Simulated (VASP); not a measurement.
Input of a VASP 6.6.1 run:

INCAR

```
PREC = Accurate
ENCUT = 520
EDIFF = 1E-6
ISMEAR = -1
SIGMA = 0.08
LREAL = F
LASPH = T
NELM = 100
ALGO = Normal
ISIF = 2
LWAVE = F
LCHARG = F
NBANDS = 21
```

Contents of KPOINTS:

```
Automatic mesh
0
Gamma
  16 16 10
```

File POSCAR:

```
Pb
1.0
    3.4190659619      0.0000000000      0.0000000000
   -1.7095329809      2.9609979802      0.0000000000
    0.0000000000      0.0000000000      5.7111877169
Pb
2
Direct
    0.3333333333      0.6666666667      0.2500000000
    0.6666666667      0.3333333333      0.7500000000
```

Potentials or basis: VASP PAW LDA potentials, release 64 (Pb_d).

Launch:

```console
$ cat potpaw_LDA.64/Pb_d/POTCAR > POTCAR
$ mpirun -np 1 vasp_std > vasp.out
```

Q: Predict the pressure.

A: 0.1 GPa.

Q: What does it give for the band gap on the k mesh?

A: Zero (bands 14 and 15 overlap by 7.85 eV).

Caveat: spin-orbit coupling is left out, which moves the levels of the heavy elements.
